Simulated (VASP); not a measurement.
# ScAl3 (Pm-3m) in VASP: notebook

Runs on ScAl3. Level: PBEsol. Tasks: single point.

Program: VASP 6.6.1. These are calculated values, not measurements. Logs are shortened: lines on timing, memory, paths and dates and some standing lists are left out, and cuts for length are marked.

### 1 The cell of the first run

It takes space group Pm-3m (No. 221, cubic). The conventional cell has a = 4.060 Å, b = 4.060 Å, c = 4.060 Å, α = 90.00°, β = 90.00°, γ = 90.00°. Within 3.8 Å of Sc (site symmetry m-3m) lie 12 Al at 2.87 Å. Within 3.8 Å of Al (site symmetry 4/mmm) lie 4 Sc at 2.87 Å and 8 Al at 2.87 Å.

### 2 Single point, PBEsol (volume scaled by 0.98)

INCAR

```
ALGO     = Normal         # electronic algorithm
EDIFF    = 1E-6           # SCF threshold, eV
ENCUT    = 520            # plane-wave cutoff, eV
GGA      = PS             # functional
ISIF     = 2              # what is computed and relaxed
ISMEAR   = -1             # smearing method
LASPH    = True           # aspherical terms in the spheres
LCHARG   = False          # write CHGCAR
LREAL    = False          # projectors in reciprocal space
LWAVE    = False          # write WAVECAR
NBANDS   = 18             # bands
NELM     = 60             # most SCF steps
PREC     = Accurate       # precision mode
SIGMA    = 0.05           # smearing width, eV
```

KPOINTS

```
k-points
0
Gamma
  7 7 7
```

POSCAR

```
ScAl3
1.0
    4.0603707999      0.0000000000      0.0000000000
    0.0000000000      4.0603707999      0.0000000000
    0.0000000000      0.0000000000      4.0603707999
Sc Al
1 3
Direct
    0.0000000000      0.0000000000      0.0000000000
    0.5000000000      0.5000000000      0.0000000000
    0.0000000000      0.5000000000      0.5000000000
    0.5000000000      0.0000000000      0.5000000000
```

Potentials or basis: VASP PAW PBE potentials, release 64 (Sc_sv, Al).

Run with:

```sh
> cat potpaw_PBE.64/Sc_sv/POTCAR potpaw_PBE.64/Al/POTCAR > POTCAR
> mpirun -np 1 vasp_std > vasp.out
```

OUTCAR:

```text
EDIFF = 1E-6
   ENCUT = 520
   GGA = PS
   ISIF = 2
   ISMEAR = -1
   LASPH = True
   LREAL = False
   NELM = 60
   PREC = Accurate

 ion  position               nearest neighbor table
   1  0.000  0.000  0.000-   2 2.87   3 2.87   4 2.87   3 2.87   4 2.87   2 2.87   3 2.87   3 2.87
                             2 2.87   4 2.87   4 2.87   2 2.87
   2  0.500  0.500  0.000-   1 2.87   3 2.87   4 2.87   3 2.87   4 2.87   1 2.87   4 2.87   4 2.87
                             1 2.87   3 2.87   3 2.87   1 2.87
   3  0.000  0.500  0.500-   1 2.87   2 2.87   4 2.87   1 2.87   2 2.87   1 2.87   4 2.87   1 2.87
                             2 2.87   4 2.87   2 2.87   4 2.87
   4  0.500  0.000  0.500-   1 2.87   2 2.87   3 2.87   1 2.87   2 2.87   2 2.87   3 2.87   2 2.87
                             1 2.87   3 2.87   1 2.87   3 2.87

  LATTYP: Found a simple cubic cell.
 ALAT       =     4.0603707999

  Lattice vectors:

 A1 = (   4.0603707999,   0.0000000000,   0.0000000000)
 A2 = (   0.0000000000,   4.0603707999,   0.0000000000)
 A3 = (   0.0000000000,   0.0000000000,   4.0603707999)

Analysis of symmetry for initial positions (statically):
=====================================================================
 Subroutine PRICEL returns:
 Original cell was already a primitive cell.

 Routine SETGRP: Setting up the symmetry group for a
 simple cubic supercell.

 Subroutine GETGRP returns: Found 48 space group operations
 (whereof 48 operations were pure point group operations)
 out of a pool of 48 trial point group operations.

The static configuration has the point symmetry O_h .

Analysis of symmetry for dynamics (positions and initial velocities):
=====================================================================
 Subroutine PRICEL returns:
 Original cell was already a primitive cell.

 Routine SETGRP: Setting up the symmetry group for a
 simple cubic supercell.

 Subroutine GETGRP returns: Found 48 space group operations
 (whereof 48 operations were pure point group operations)
 out of a pool of 48 trial point group operations.

The dynamic configuration has the point symmetry O_h .

 Subroutine INISYM returns: Found 48 space group operations
 (whereof 48 operations are pure point group operations),
 and found     1 'primitive' translations

----------------------------------------------------------------------------------------

                                     Primitive cell

  volume of cell :      66.9418

  direct lattice vectors                    reciprocal lattice vectors
     4.060370800  0.000000000  0.000000000     0.246282926  0.000000000  0.000000000
     0.000000000  4.060370800  0.000000000     0.000000000  0.246282926  0.000000000
     0.000000000  0.000000000  4.060370800     0.000000000  0.000000000  0.246282926

  length of vectors
     4.060370800  4.060370800  4.060370800     0.246282926  0.246282926  0.246282926

  position of ions in fractional coordinates (direct lattice)
     0.000000000  0.000000000  0.000000000
     0.500000000  0.500000000  0.000000000
     0.000000000  0.500000000  0.500000000
     0.500000000  0.000000000  0.500000000

  ion indices of the primitive-cell ions
   primitive index   ion index
                 1           1
                 2           2
                 3           3
                 4           4

----------------------------------------------------------------------------------------

 KPOINTS: k-points

Automatic generation of k-mesh.
 Grid dimensions read from file:
 generate k-points for:    7    7    7

 Generating k-lattice:

  Cartesian coordinates                     Fractional coordinates (reciprocal lattice)
     0.035183275  0.000000000  0.000000000     0.142857143  0.000000000  0.000000000
     0.000000000  0.035183275  0.000000000     0.000000000  0.142857143  0.000000000
     0.000000000  0.000000000  0.035183275     0.000000000  0.000000000  0.142857143

  Length of vectors
     0.035183275  0.035183275  0.035183275

  Shift w.r.t. Gamma in fractional coordinates (k-lattice)
     0.000000000  0.000000000  0.000000000

 Subroutine IBZKPT returns following result:
 ===========================================

 Found     20 irreducible k-points:

 Following reciprocal coordinates:
            Coordinates               Weight
  0.000000  0.000000  0.000000      1.000000
  0.142857  0.000000  0.000000      6.000000
  0.285714  0.000000  0.000000      6.000000
  0.428571  0.000000  0.000000      6.000000
  0.142857  0.142857  0.000000     12.000000
  0.285714  0.142857  0.000000     24.000000
[... 12 lines left out ...]
  0.428571  0.428571  0.285714     24.000000
  0.428571  0.428571  0.428571      8.000000
   k-points           NKPTS =     20   k-points in BZ     NKDIM =     20   number of bands    NBANDS=     18
   number of dos      NEDOS =    301   number of ions     NIONS =      4
   total plane-waves  NPLWV =  27000
   dimension x,y,z NGX =    30 NGY =   30 NGZ =   30
   dimension x,y,z NGXF=    60 NGYF=   60 NGZF=   60
   ions per type =               1   3
   NGX,Y,Z   is equivalent  to a cutoff of  12.28, 12.28, 12.28 a.u.
   NGXF,Y,Z  is equivalent  to a cutoff of  24.57, 24.57, 24.57 a.u.
 SYSTEM =  unknown system
   PREC   = accura    normal or accurate (medium, high low for compatibility)
   ISTART =      0    job   : 0-new  1-cont  2-samecut
   ICHARG =      2    charge: 1-file 2-atom 10-const
   ISPIN  =      1    spin polarized calculation?
   LNONCOLLINEAR =      F non collinear calculations
   LSORBIT =      F    spin-orbit coupling
   LASPH  =      T    aspherical Exc in radial PAW
   ENCUT  =  520.0 eV  38.22 Ry    6.18 a.u.   7.55  7.55  7.55*2*pi/ulx,y,z
   NELM   =     60;   NELMIN=  2; NELMDL= -5     # of ELM steps
   EDIFF  = 0.1E-05   stopping-criterion for ELM
   LREAL  =      F    real-space projection
   EDIFFG = 0.1E-04   stopping-criterion for IOM
   NSW    =      0    number of steps for IOM
   IBRION =     -1    ionic relax: 0-MD 1-quasi-New 2-CG
   NFREE  =      0    steps in history (QN), initial steepest desc. (CG)
   ISIF   =      2    stress and relaxation
   ISYM   =      2    0-nonsym 1-usesym 2-fastsym
   POTIM  = 0.5000    time-step for ionic-motion
   TEBEG  =    0.0;   TEEND  =   0.0 temperature during run
   PSTRESS=    0.0 pullay stress
   NELECT =      20.0000    total number of electrons
   NUPDOWN=      -1.0000    fix difference up-down
   EMIN   =  10.00;   EMAX   =-10.00  energy-range for DOS
   EFERMI =   0.00;   METHOD = LEGACY
   ISMEAR =    -1;   SIGMA  =   0.05  broadening in eV -4-tet -1-fermi 0-gaus
   EFERMI_NEDOS =   21; number of points for ismear=-14 and -15
   IALGO  =     38    algorithm
   IMIX   =      4    mixing-type and parameters
     AMIX     =   0.40;   BMIX     =  1.00
     AMIX_MAG =   1.60;   BMIX_MAG =  1.00
  volume/ion in A,a.u.               =      16.74       112.94
  Fermi-wavevector in a.u.,A,eV,Ry     =   1.094424  2.068162 16.296582  1.197765
  Thomas-Fermi vector in A             =   2.230729
   LORBIT       =      0    0 simple, 1 ext, 2 COOP (PROOUT), +10 PAW based schemes
   GGA     = PS    functional components
   LHFCALC =     F    Hartree Fock is set to
   AEXX    =    0.0000 exact exchange contribution
   IVDW    =     0    specifies the selected vdW correction
   LEPSILON=     F    determine dielectric tensor
   LRPA    =     F    only Hartree local field effects (RPA)
 non-spin polarized calculation
  energy-cutoff  :      520.00
  volume of cell :       66.94
 maximum number of plane-waves:      1818
 NGX is ok and might be reduce to    30
   NGX = 15   NGY = 15   NGZ = 15

 number of electron      19.9999999 magnetization

 Free energy of the ion-electron system (eV)
  ---------------------------------------------------
  ext. energy  EPLUGINS =         0.00000000
  ---------------------------------------------------
  free energy    TOTEN  =       -20.76930571 eV

  energy without entropy =      -20.75641705  energy(sigma->0) =      -20.76286138

 E-fermi :   7.2825     XC(G=0): -10.5783

 val. band max:        7.2160412835   @ k =   0.4286   0.4286   0.1429
 cond. band min:       7.2863625519   @ k =   0.2857   0.0000   0.0000
 fundamental gap:      0.0703212684
 Fermi energy:         7.2825303250

 k-point     1 :       0.0000    0.0000    0.0000
  band No.  band energies     occupation
      1     -41.3067      2.00000
      2     -20.1129      2.00000
      3     -20.1129      2.00000
      4     -20.1129      2.00000
      5      -2.7408      2.00000
      6       4.7299      2.00000
[... 10 lines left out ...]
     17      12.7894      0.00000
     18      12.7894      0.00000

 k-point     2 :       0.1429    0.0000    0.0000
  band No.  band energies     occupation
      1     -41.3065      2.00000
      2     -20.1198      2.00000
      3     -20.1124      2.00000
      4     -20.1124      2.00000
      5      -2.5496      2.00000
      6       3.4754      2.00000
[... 10 lines left out ...]
     17      12.8749      0.00000
     18      12.8749      0.00000

 k-point     3 :       0.2857    0.0000    0.0000
  band No.  band energies     occupation
      1     -41.3058      2.00000
      2     -20.1353      2.00000
      3     -20.1112      2.00000
      4     -20.1112      2.00000
      5      -1.9893      2.00000
      6       1.8134      2.00000
[... 10 lines left out ...]
     17      12.2519      0.00000
     18      13.4508      0.00000

 k-point     4 :       0.4286    0.0000    0.0000
  band No.  band energies     occupation
      1     -41.3053      2.00000
      2     -20.1477      2.00000
      3     -20.1102      2.00000
      4     -20.1102      2.00000
      5      -1.1339      2.00000
      6       0.3683      2.00000
[... 291 lines left out ...]
      4     -20.1282      2.00000
      5       0.1385      2.00000
      6       1.6778      2.00000
[... 10 lines left out ...]
     17      12.4707      0.00000
     18      13.6811      0.00000

 k-point    19 :       0.4286    0.4286    0.2857
  band No.  band energies     occupation
      1     -41.3031      2.00000
      2     -20.1400      2.00000
      3     -20.1398      2.00000
      4     -20.1273      2.00000
      5       0.8355      2.00000
      6       2.2147      2.00000
[... 10 lines left out ...]
     17      11.7083      0.00000
     18      14.7443      0.00000

 k-point    20 :       0.4286    0.4286    0.4286
  band No.  band energies     occupation
      1     -41.3027      2.00000
      2     -20.1385      2.00000
      3     -20.1382      2.00000
      4     -20.1382      2.00000
      5       1.5654      2.00000
      6       2.5753      2.00000
[... 10 lines left out ...]
     17      11.5704      0.00000
     18      16.8778      0.00000

------------------------ aborting loop because EDIFF is reached ----------------------------------------

  FORCE on cell =-STRESS in cart. coord.  units (eV):
  Direction    XX          YY          ZZ          XY          YZ          ZX
  --------------------------------------------------------------------------------------
  -------------------------------------------------------------------------------------
  Total        0.3540015      0.3540015      0.3540015      0.0000000     -0.0000000      0.0000000
  in kB        8.4726363      8.4726363      8.4726363      0.0000000     -0.0000000      0.0000000
  external PRESSURE =       8.4726363 kB  Pullay stress =       0.0000000 kB

 VOLUME and BASIS-vectors are now :
 -----------------------------------------------------------------------------
  energy-cutoff  :      520.00
  volume of cell :       66.94
      direct lattice vectors                 reciprocal lattice vectors
     4.060370800  0.000000000  0.000000000     0.246282926  0.000000000  0.000000000
     0.000000000  4.060370800  0.000000000     0.000000000  0.246282926  0.000000000
     0.000000000  0.000000000  4.060370800     0.000000000  0.000000000  0.246282926

 POSITION                                       TOTAL-FORCE (eV/Angst)
 -----------------------------------------------------------------------------------
      0.00000      0.00000      0.00000         0.000000      0.000000      0.000000
      2.03019      2.03019      0.00000         0.000000      0.000000      0.000000
      0.00000      2.03019      2.03019         0.000000      0.000000      0.000000
      2.03019      0.00000      2.03019         0.000000      0.000000      0.000000
 -----------------------------------------------------------------------------------
    total drift:                                0.000000     -0.000000      0.000000

  FREE ENERGIE OF THE ION-ELECTRON SYSTEM (eV)
  ---------------------------------------------------
  free  energy   TOTEN  =       -20.7693057052 eV

  energy  without entropy=      -20.7564170509  energy(sigma->0) =      -20.76286138
```

Wall time 22 s (1 thread of Intel Xeon Platinum 8259CL at 2.50GHz (Skylake/Cascade Lake), shared host); peak memory 0.17 GiB.

Results:

```yaml
Free_energy: -20.7693 eV
Pressure: 0.8 GPa
Band_gap_on_the_k_mesh: zero (band 10 reaches 8.38 eV, above the bottom of band 11 at 4.69 eV)
```

Levels at points of the mesh, in eV from the Fermi level:
| k point | band 6 | band 7 | band 8 | band 9 | band 10 | band 11 | band 12 | band 13 | band 14 | band 15 |
| --- | --- | --- | --- | --- | --- | --- | --- | --- | --- | --- |
| (0.00, 0.00, 0.00) | -2.55 | -2.55 | -1.71 | -1.71 | -1.71 | 1.33 | 1.40 | 1.40 | 1.40 | 5.05 |

Caveat: the PAW data sets were made with another functional, which shifts forces and pressure a little.

### 3 Single point, PBEsol (volume scaled by 1.02)

INCAR

```
SYSTEM = ScAl3
  ALGO = Normal
  EDIFF = 1E-6
  ENCUT = 520
  GGA = PS
  ISIF = 2
  ISMEAR = -1
  LASPH = .True.
  LCHARG = .False.
  LREAL = .False.
  LWAVE = .False.
  NBANDS = 18
  NELM = 80
  PREC = Accurate
  SIGMA = 0.05
```

KPOINTS

```
k-points
0
Gamma
  7 7 7
  0 0 0
```

POSCAR

```
ScAl3
1.0
    4.1148789257      0.0000000000      0.0000000000
    0.0000000000      4.1148789257      0.0000000000
    0.0000000000      0.0000000000      4.1148789257
Sc Al
1 3
Direct
    0.0000000000      0.0000000000      0.0000000000
    0.5000000000      0.5000000000      0.0000000000
    0.0000000000      0.5000000000      0.5000000000
    0.5000000000      0.0000000000      0.5000000000
```

Potentials or basis: VASP PAW PBE potentials, release 64 (Sc_sv, Al).

Run with:

```sh
> cat potpaw_PBE.64/Sc_sv/POTCAR potpaw_PBE.64/Al/POTCAR > POTCAR
> mpirun -np 1 vasp_std > vasp.out
```

Wall time 18 s (1 thread of Intel Xeon Platinum 8259CL at 2.50GHz (Skylake/Cascade Lake), shared host); peak memory 0.18 GiB.

It converged, with:

* Free energy: -20.7534 eV
* Pressure: -2.7 GPa
* Band gap on the k mesh: zero (band 10 reaches 7.97 eV, above the bottom of band 11 at 4.38 eV)

Levels at points of the mesh, in eV from the Fermi level:
```tsv
k point	band 7	band 8	band 9	band 10	band 11	band 12	band 13	band 14
(0.00, 0.00, 0.00)	-2.52	-1.70	-1.70	-1.70	1.32	1.37	1.37	1.37
```

Caveat: the PAW data sets were made with another functional, which shifts forces and pressure a little.

### 4 Single point, PBEsol (volume scaled by 1.04)

INCAR

```
SYSTEM = ScAl3
  PREC = Accurate
  ENCUT = 520
  EDIFF = 1E-7
  ISMEAR = -1
  SIGMA = 0.05
  LREAL = .False.
  LASPH = .True.
  NELM = 100
  ALGO = Normal
  ISIF = 2
  LWAVE = .False.
  LCHARG = .False.
  GGA = PS
  NBANDS = 18
```

KPOINTS

```
Automatic mesh
0
Gamma
  7 7 7
  0 0 0
```

POSCAR

```
ScAl3
1.0
    4.1415996674      0.0000000000      0.0000000000
    0.0000000000      4.1415996674      0.0000000000
    0.0000000000      0.0000000000      4.1415996674
Sc Al
1 3
Direct
    0.0000000000      0.0000000000      0.0000000000
    0.5000000000      0.5000000000      0.0000000000
    0.0000000000      0.5000000000      0.5000000000
    0.5000000000      0.0000000000      0.5000000000
```

Run with:

```sh
> cat potpaw_PBE.64/Sc_sv/POTCAR potpaw_PBE.64/Al/POTCAR > POTCAR
> mpirun -np 1 vasp_std > vasp.out
```

It took 18 s on 1 thread of Intel Xeon Platinum 8259CL at 2.50GHz (Skylake/Cascade Lake), shared host; peak memory 0.18 GiB.

The run converged. Its results:

```
Free energy            : -20.7242 eV
Pressure               : -4.2 GPa
Band gap on the k mesh : zero (band 10 reaches 7.70 eV, above the bottom of band 11 at 4.23 eV)
```

Levels at points of the mesh, in eV from the Fermi level:
```csv
k point,band 6,band 7,band 8,band 9,band 10,band 11,band 12,band 13,band 14,band 15
"(0.00, 0.00, 0.00)",-2.50,-2.50,-1.69,-1.69,-1.69,1.32,1.35,1.35,1.35,4.56
```

Caveat: the PAW data sets were made with another functional, which shifts forces and pressure a little.

### 5 Summary

| cell | gap on the mesh (eV) | pressure (GPa) |
| --- | --- | --- |
| a = 4.060 Å, 4 atoms | none | 0.8 |
| a = 4.115 Å, 4 atoms | none | -2.7 |
| a = 4.142 Å, 4 atoms | none | -4.2 |

Alike in all rows: task single point; level PBEsol; potentials or basis VASP PAW PBE potentials, release 64 (Sc_sv, Al); no spin polarisation; k mesh 7 × 7 × 7; cutoff (eV) 520; smearing fermi-dirac 0.05 eV.

Caveats: the PAW data sets were made with another functional, which shifts forces and pressure a little.

Absolute energies hang on the potentials; compare differences alone.
